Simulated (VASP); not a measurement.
# BaTiO3 in VASP: further runs, part 2 of 2

VASP 6.6.1. The steps go on from the part before.

### Step 4. Single point, r2SCAN+U (biaxial strain in the a-b plane: +1.5 %)

POSCAR reads:

```
BaTiO3
1.0
    2.8794103411      1.6624283356      2.3557290294
   -2.8794103411      1.6624283356      2.3557290294
    0.0000000000     -3.2461347604      2.3001752991
Ba Ti O
1 1 3
Direct
   -0.0015516603     -0.0015516603     -0.0015516603
    0.5061941581      0.5061941581      0.5061941581
    0.4907343279      0.9849898463      0.4907343279
    0.4907343279      0.4907343279      0.9849898463
    0.9849898463      0.4907343279      0.4907343279
```

INCAR.step1 reads:

```
PREC = Accurate ; ENCUT = 520
ISMEAR = 0 ; SIGMA = 0.02
LREAL = False ; LASPH = True
NELM = 150 ; LMAXMIX = 4
LDAU = True ; LDAUTYPE = 2
LDAUL = -1 2 -1 ; LDAUU = 0 4 0
LDAUJ = 0 0 0 ; NBANDS = 28
GGA = PE ; ALGO = Normal
EDIFF = 1E-4 ; LWAVE = True
LCHARG = False
```

INCAR.step2 reads:

```
PREC = Accurate ; ENCUT = 520
EDIFF = 1E-7 ; ISMEAR = 0
SIGMA = 0.02 ; LREAL = False
LASPH = True ; NELM = 150
ALGO = Normal ; ISIF = 2
LWAVE = False ; LCHARG = False
LMAXMIX = 4 ; LDAU = True
LDAUTYPE = 2 ; LDAUL = -1 2 -1
LDAUU = 0 4 0 ; LDAUJ = 0 0 0
LDAUPRINT = 1 ; METAGGA = R2SCAN
LMIXTAU = True ; NBANDS = 28
ISTART = 1
```

KPOINTS reads:

```
regular mesh
0
Gamma
  6 6 6
```

Potentials or basis: VASP PAW PBE potentials, release 64 (Ba_sv, Ti_sv, O).

Launch:

```
> cat potpaw_PBE.64/Ba_sv/POTCAR potpaw_PBE.64/Ti_sv/POTCAR potpaw_PBE.64/O/POTCAR > POTCAR
> cp INCAR.step1 INCAR
> mpirun -np 1 vasp_std > vasp.out
> cp INCAR.step2 INCAR
> mpirun -np 1 vasp_std > vasp.out
```

OUTCAR:

```text
PREC = Accurate
   ENCUT = 520
   EDIFF = 1E-7
   ISMEAR = 0
   LREAL = False
   LASPH = True
   NELM = 150
   ISIF = 2
   METAGGA = R2SCAN
   ISTART = 1

 ion  position               nearest neighbor table
   1  0.998  0.998  0.998-   3 2.81   5 2.81   4 2.84   3 2.85   5 2.85   5 2.85   3 2.85   4 2.88
                             4 2.88   5 2.89   3 2.89   4 2.93   2 3.45   2 3.48   2 3.48   2 3.48
   2  0.506  0.506  0.506-   4 1.91   3 1.95   5 1.95   4 2.08   3 2.13   5 2.13   1 3.45   1 3.48
                             1 3.48   1 3.48   1 3.52   1 3.52   1 3.52   1 3.56
[... 991 lines left out ...]
  -------------------------------------------------------------------------------------
  Total       -0.5840271      0.8162956      0.0343492      0.0000000     -0.9597554      0.0000000
  in kB      -14.1648808     19.7982751      0.8330997      0.0000000    -23.2777206      0.0000000
  external PRESSURE =       2.1554980 kB  Pullay stress =       0.0000000 kB

 VOLUME and BASIS-vectors are now :
 -----------------------------------------------------------------------------
  energy-cutoff  :      520.00
  volume of cell :       66.06
      direct lattice vectors                 reciprocal lattice vectors
     2.879410341  1.662428336  2.355729029     0.173646664  0.100261410  0.141494454
    -2.879410341  1.662428336  2.355729029    -0.173646664  0.100261410  0.141494454
     0.000000000 -3.246134760  2.300175299     0.000000000 -0.205365837  0.144925831

 POSITION                                       TOTAL-FORCE (eV/Angst)
 -----------------------------------------------------------------------------------
      0.00000      0.07860      7.00075         0.000000      0.012791     -0.005861
      0.00000      0.03985      3.54925         0.000000      0.216591     -0.384523
     -1.42316      0.86030      4.60518        -0.064901      0.051940      0.092538
      0.00000     -1.56579      4.57772         0.000000     -0.333263      0.205307
      1.42316      0.86030      4.60518         0.064901      0.051940      0.092538
 -----------------------------------------------------------------------------------
    total drift:                               -0.000000     -0.006546     -0.009612

  FREE ENERGIE OF THE ION-ELECTRON SYSTEM (eV)
  ---------------------------------------------------
  free  energy   TOTEN  =       -71.6399735232 eV

  energy  without entropy=      -71.6399735232  energy(sigma->0) =      -71.63997352
```

OUTCAR.step1:

```text
PREC = Accurate
   ENCUT = 520
   ISMEAR = 0
   LREAL = False
   LASPH = True
[... 984 lines left out ...]
      0.00000      0.03985      3.54925         0.000000      0.211534     -0.321766
     -1.42316      0.86030      4.60518        -0.082201      0.060362      0.073395
      0.00000     -1.56579      4.57772         0.000000     -0.342559      0.177367
      1.42316      0.86030      4.60518         0.082201      0.060362      0.073395
 -----------------------------------------------------------------------------------
    total drift:                               -0.000000     -0.000722     -0.002557

  FREE ENERGIE OF THE ION-ELECTRON SYSTEM (eV)
  ---------------------------------------------------
  free  energy   TOTEN  =       -37.3118246483 eV

  energy  without entropy=      -37.3118246483  energy(sigma->0) =      -37.31182465
```

OSZICAR.step1:

```text
N       E                     dE             d eps       ncg     rms          rms(c)
DAV:   1     0.442399373392E+03    0.44240E+03   -0.20749E+04  3808   0.154E+03
DAV:   2    -0.387855875807E+01   -0.44628E+03   -0.42553E+03  4444   0.428E+02
DAV:   3    -0.472052065044E+02   -0.43327E+02   -0.42984E+02  5304   0.134E+02
DAV:   4    -0.492323003367E+02   -0.20271E+01   -0.20227E+01  5860   0.245E+01
DAV:   5    -0.492993492593E+02   -0.67049E-01   -0.67036E-01  5152   0.334E+00    0.230E+01
DAV:   6    -0.371796867286E+02    0.12120E+02   -0.57491E+01  5768   0.669E+01    0.885E+00
DAV:   7    -0.373684181161E+02   -0.18873E+00   -0.74333E+00  5036   0.162E+01    0.549E+00
DAV:   8    -0.373359389924E+02    0.32479E-01   -0.13230E+00  4660   0.993E+00    0.225E+00
DAV:   9    -0.373171966838E+02    0.18742E-01   -0.20599E-01  4624   0.399E+00    0.100E+00
DAV:  10    -0.373271772144E+02   -0.99805E-02   -0.11176E-01  4320   0.208E+00    0.105E+00
DAV:  11    -0.373123072597E+02    0.14870E-01   -0.69632E-02  4876   0.238E+00    0.211E-01
DAV:  12    -0.373117837853E+02    0.52347E-03   -0.34419E-03  4604   0.570E-01    0.501E-02
DAV:  13    -0.373118246483E+02   -0.40863E-04   -0.48590E-04  4704   0.136E-01
   1 F= -.37311825E+02 E0= -.37311825E+02  d E =-.821363E-20
```

Wall time 8.1 min (1 thread of Oxide Virtual Turin-like, shared host); peak memory 0.22 GiB.

What came out:

```yaml
Free_energy: -71.6400 eV
Pressure: 0.2 GPa
Largest_force: 0.441 eV/Å
Band_gap_on_the_k_mesh: 2.80 eV, indirect (least direct gap 3.12 eV)
```

Forces in eV/Å, atoms in the order of the input:
```
Ba   0.000  0.013 -0.006
Ti   0.000  0.217 -0.385
O   -0.065  0.052  0.093
O    0.000 -0.333  0.205
O    0.065  0.052  0.093
```

Eigenvalues of the final occupation matrices:
```csv
site,spin,trace,eigenvalues
site 2 d,1,0.76,0.09 0.10 0.10 0.23 0.24
site 2 d,2,0.76,0.09 0.10 0.10 0.23 0.24
```

Caveat: the cell differs from its parent crystal (biaxial strain in the a-b plane: +1.5 %); the PAW data sets were made with another functional, which shifts forces and pressure a little; spin-orbit coupling is left out, which moves the levels of the heavy elements. A k mesh can miss the band edges.

### Step 5. Single point, r2SCAN+U (biaxial strain in the a-b plane: -1.5 %)

POSCAR, as its differences from that of step 4:

```diff
@@ -2,5 +2,5 @@
 1.0
-    2.8794103411      1.6624283356      2.3557290294
-   -2.8794103411      1.6624283356      2.3557290294
-    0.0000000000     -3.2461347604      2.3001752991
+    2.7943046168      1.6132925227      2.2861015704
+   -2.7943046168      1.6132925227      2.2861015704
+    0.0000000000     -3.3053069562      2.3416553007
 Ba Ti O
```

INCAR.step1 reads:

```
ALGO = Normal
EDIFF = 1E-4
ENCUT = 520
GGA = PE
ISMEAR = 0
LASPH = T
LCHARG = F
LDAU = T
LDAUJ = 0 0 0
LDAUL = -1 2 -1
LDAUTYPE = 2
LDAUU = 0 4 0
LMAXMIX = 4
LREAL = F
LWAVE = T
NBANDS = 28
NELM = 150
PREC = Accurate
SIGMA = 0.02
```

INCAR.step2 reads:

```
ALGO = Normal
EDIFF = 1E-7
ENCUT = 520
ISIF = 2
ISMEAR = 0
ISTART = 1
LASPH = T
LCHARG = F
LDAU = T
LDAUJ = 0 0 0
LDAUL = -1 2 -1
LDAUPRINT = 1
LDAUTYPE = 2
LDAUU = 0 4 0
LMAXMIX = 4
LMIXTAU = T
LREAL = F
LWAVE = F
METAGGA = R2SCAN
NBANDS = 28
NELM = 150
PREC = Accurate
SIGMA = 0.02
```

KPOINTS reads:

```
k-points
0
Gamma
  6 6 6
```

Launch:

```
> cat potpaw_PBE.64/Ba_sv/POTCAR potpaw_PBE.64/Ti_sv/POTCAR potpaw_PBE.64/O/POTCAR > POTCAR
> cp INCAR.step1 INCAR
> mpirun -np 1 vasp_std > vasp.out
> cp INCAR.step2 INCAR
> mpirun -np 1 vasp_std > vasp.out
```

It took 10 min on 1 thread of Oxide Virtual Turin-like, shared host; peak memory 0.22 GiB.

Results (log left out):

```yaml
Free_energy: -71.5676 eV
Pressure: 8.2 GPa
Largest_force: 0.752 eV/Å
Band_gap_on_the_k_mesh: 2.92 eV, indirect (least direct gap 3.22 eV)
```

Forces on the atoms (eV/Å):
```
Ba   0.000 -0.016 -0.034
Ti   0.000 -0.233 -0.714
O   -0.401  0.216  0.289
O    0.000 -0.183  0.171
O    0.401  0.216  0.289
```

Stress tensor (GPa, compression positive):
```
10.32  0.00  0.00
 0.00  6.43  2.67
 0.00  2.67  7.97
```

Levels at points of the mesh, in eV from the valence-band top:
```csv
k point,band 18,band 19,band 20,band 21,band 22,band 23
"(0.00, 0.00, 0.00)",-0.36,-0.32,-0.30,2.92,2.93,3.00
"(0.50, 0.00, 0.00)",-1.75,-0.94,-0.89,3.12,4.51,4.59
"(0.50, 0.50, 0.00)",-0.79,-0.77,-0.07,4.64,4.64,5.08
"(0.00, 0.00, 0.50)",-1.55,-0.92,-0.88,3.14,4.40,4.44
"(0.50, 0.00, 0.50)",-1.00,-0.98,-0.15,4.45,4.64,4.97
"(0.50, 0.50, 0.50)",-0.05,-0.04,0.00,5.18,5.23,5.32
```

Eigenvalues of the final occupation matrices:
```
    site  spin  trace               eigenvalues
site 2 d     1   0.78  0.10 0.10 0.10 0.23 0.25
site 2 d     2   0.78  0.10 0.10 0.10 0.23 0.25
```

Caveat: the cell differs from its parent crystal (biaxial strain in the a-b plane: -1.5 %); the PAW data sets were made with another functional, which shifts forces and pressure a little; spin-orbit coupling is left out, which moves the levels of the heavy elements.

### Step 6. Summary

```tsv
cell	gap on the mesh (eV)	pressure (GPa)	largest force (eV/Å)
a = 4.075, b = 4.075, c = 3.963 Å, angles 90.0, 90.0, 89.9°, 5 atoms	2.97	2.4	0.68
a = 4.075, b = 4.075, c = 3.978 Å, angles 89.9°, 5 atoms	2.80	0.2	0.44
a = 3.954, b = 3.954, c = 4.051 Å, angles 89.9°, 5 atoms	2.92	8.2	0.75
```

Alike in all rows: task single point; level r2SCAN+U; potentials or basis VASP PAW PBE potentials, release 64 (Ba_sv, Ti_sv, O); no spin polarisation; Ti d U = 4.0 eV; k mesh 6 × 6 × 6; cutoff (eV) 520; smearing gaussian 0.02 eV.

Caveats: the PAW data sets were made with another functional, which shifts forces and pressure a little; spin-orbit coupling is left out, which moves the levels of the heavy elements.

Total energies depend on the potentials used, so only differences within one code and one set of settings carry meaning.
